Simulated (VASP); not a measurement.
# Ga (Fm-3m) in VASP: notebook, part 2 of 2

VASP 6.6.1. The steps go on from the part before.

**5. Single point, RPBE (volume scaled by 0.96)**

Contents of INCAR:

```
SYSTEM = Ga
PREC = Accurate
ENCUT = 520
EDIFF = 1E-6
ISMEAR = -1
SIGMA = 0.1
LREAL = .FALSE.
LASPH = .TRUE.
NELM = 100
ALGO = Normal
ISIF = 2
LWAVE = .FALSE.
LCHARG = .FALSE.
GGA = RP
NBANDS = 12
```

Contents of KPOINTS:

```
Automatic mesh
0
G
  14 14 14
  0 0 0
```

Contents of POSCAR:

```
Ga
1.0
    0.0000000000      2.1140816920      2.1140816920
    2.1140816920      0.0000000000      2.1140816920
    2.1140816920      2.1140816920      0.0000000000
Ga
1
Direct
    0.0000000000      0.0000000000      0.0000000000
```

Potentials or basis: VASP PAW PBE potentials, release 64 (Ga_d).

On the command line:

```sh
$ cat potpaw_PBE.64/Ga_d/POTCAR > POTCAR
$ mpirun -np 1 vasp_std > vasp.out
```

OUTCAR:

```text
SYSTEM = Ga
   PREC = Accurate
   ENCUT = 520
   EDIFF = 1E-6
   ISMEAR = -1
   LREAL = .FALSE.
   LASPH = .TRUE.
   NELM = 100
   ISIF = 2
   GGA = RP

 ion  position               nearest neighbor table
   1  0.000  0.000  0.000-

  LATTYP: Found a face centered cubic cell.
 ALAT       =     4.2281633840

  Lattice vectors:

 A1 = (   0.0000000000,   2.1140816920,   2.1140816920)
 A2 = (   2.1140816920,   0.0000000000,   2.1140816920)
 A3 = (   2.1140816920,   2.1140816920,   0.0000000000)

Analysis of symmetry for initial positions (statically):
[... 531 lines left out ...]
      7      10.1321      0.00000
      8      13.9217      0.00000
      9      14.9118      0.00000
     10      17.6031      0.00000
     11      20.2216      0.00000
     12      25.5577      0.00000

 [... further k-points ...]
[... 5 lines left out ...]
  --------------------------------------------------------------------------------------
  -------------------------------------------------------------------------------------
  Total        0.2239353      0.2239353      0.2239353     -0.0000000      0.0000000     -0.0000000
  in kB       18.9861906     18.9861906     18.9861906     -0.0000000      0.0000000     -0.0000000
  external PRESSURE =      18.9861906 kB  Pullay stress =       0.0000000 kB

 VOLUME and BASIS-vectors are now :
 -----------------------------------------------------------------------------
  energy-cutoff  :      520.00
  volume of cell :       18.90
      direct lattice vectors                 reciprocal lattice vectors
     0.000000000  2.114081692  2.114081692    -0.236509309  0.236509309  0.236509309
     2.114081692  0.000000000  2.114081692     0.236509309 -0.236509309  0.236509309
     2.114081692  2.114081692  0.000000000     0.236509309  0.236509309 -0.236509309

 POSITION                                       TOTAL-FORCE (eV/Angst)
 -----------------------------------------------------------------------------------
      0.00000      0.00000      0.00000         0.000000      0.000000      0.000000
 -----------------------------------------------------------------------------------
    total drift:                               -0.000000      0.000000     -0.000000

  FREE ENERGIE OF THE ION-ELECTRON SYSTEM (eV)
  ---------------------------------------------------
  free  energy   TOTEN  =        -2.5380453257 eV

  energy  without entropy=       -2.5252505042  energy(sigma->0) =       -2.53164791
```

OSZICAR:

```text
N       E                     dE             d eps       ncg     rms          rms(c)
DAV:   1     0.443128126326E+02    0.44313E+02   -0.67466E+03  2672   0.185E+03
DAV:   2    -0.361774728127E+00   -0.44675E+02   -0.42860E+02  2620   0.262E+02
DAV:   3    -0.254231164107E+01   -0.21805E+01   -0.21761E+01  2864   0.462E+01
DAV:   4    -0.255962725758E+01   -0.17316E-01   -0.17313E-01  2944   0.445E+00
DAV:   5    -0.255980416568E+01   -0.17691E-03   -0.17691E-03  2984   0.425E-01    0.826E-01
DAV:   6    -0.254271651304E+01    0.17088E-01   -0.27101E-02  3132   0.333E+00    0.444E-01
DAV:   7    -0.253847236973E+01    0.42441E-02   -0.63750E-03  3836   0.140E+00    0.117E-01
DAV:   8    -0.253803824039E+01    0.43413E-03   -0.59032E-04  2892   0.446E-01    0.903E-03
DAV:   9    -0.253804467831E+01   -0.64379E-05   -0.72370E-06  3588   0.351E-02    0.334E-03
DAV:  10    -0.253804532572E+01   -0.64741E-06   -0.37801E-07  1968   0.783E-03
   1 F= -.25380453E+01 E0= -.25316479E+01  d E =-.127948E-01
```

Wall time 13 s (1 thread of Intel Xeon 6975P-C, shared host); peak memory 0.15 GiB.

Results:

```yaml
Free_energy: -2.5380 eV
Pressure: 1.9 GPa
```

Levels at points of the mesh, in eV from the Fermi level:
```tsv
k point	band 3	band 4	band 5	band 6	band 7	band 8	band 9	band 10
(0.00, 0.00, 0.00)	-15.00	-14.88	-14.88	-11.09	12.20	12.20	12.20	15.71
(0.50, 0.00, 0.00)	-14.99	-14.78	-14.78	-4.99	-4.04	9.83	9.83	14.40
(0.50, 0.50, 0.00)	-14.78	-14.75	-14.75	-2.61	-2.36	4.88	4.88	8.25
```

Caveat: the PAW data sets were made with another functional, which shifts forces and pressure a little.

**6. Single point, RPBE**

INCAR is that of step 5.

KPOINTS is that of step 5.

Contents of POSCAR:

```
Ga
1.0
    0.0000000000      2.1430453143      2.1430453143
    2.1430453143      0.0000000000      2.1430453143
    2.1430453143      2.1430453143      0.0000000000
Ga
1
Direct
    0.0000000000      0.0000000000      0.0000000000
```

Potentials or basis: VASP PAW PBE potentials, release 64 (Ga_d).

On the command line:

```sh
$ cat potpaw_PBE.64/Ga_d/POTCAR > POTCAR
$ mpirun -np 1 vasp_std > vasp.out
```

Wall time 14 s (1 thread of Intel Xeon 6975P-C, shared host); peak memory 0.15 GiB.

Results (log left out):

| Property | Result |
| --- | --- |
| Free energy | -2.5426 eV |
| Pressure | -0.1 GPa |

Levels at points of the mesh, in eV from the Fermi level:
```tsv
k point	band 2	band 3	band 4	band 5	band 6	band 7	band 8	band 9	band 10	band 11
(0.00, 0.00, 0.00)	-14.95	-14.95	-14.84	-14.84	-10.77	11.77	11.77	11.77	15.50	15.62
(0.50, 0.00, 0.00)	-14.94	-14.94	-14.75	-14.75	-4.94	-3.83	9.50	9.50	14.11	14.11
(0.50, 0.50, 0.00)	-15.05	-14.76	-14.73	-14.73	-2.46	-2.43	4.78	4.78	8.14	8.17
```

Caveat: the PAW data sets were made with another functional, which shifts forces and pressure a little.

**7. Summary**

| cell | k mesh | gap on the mesh (eV) | pressure (GPa) |
| --- | --- | --- | --- |
| a = 3.031 Å, angles 60.0°, 1 atom | 13 × 13 × 13 | none | 0.1 |
| a = 2.904 Å, angles 60.0°, 1 atom | 14 × 14 × 14 | none | 7.6 |
| a = 2.948 Å, angles 60.0°, 1 atom | 14 × 14 × 14 | none | 4.4 |
| a = 2.990 Å, angles 60.0°, 1 atom | 14 × 14 × 14 | none | 1.9 |
| a = 3.031 Å, angles 60.0°, 1 atom | 14 × 14 × 14 | none | -0.1 |

Alike in all rows: task single point; level RPBE; potentials or basis VASP PAW PBE potentials, release 64 (Ga_d); no spin polarisation; cutoff (eV) 520; smearing fermi-dirac 0.1 eV.

Caveats: the PAW data sets were made with another functional, which shifts forces and pressure a little.

Absolute energies hang on the potentials; compare differences alone.
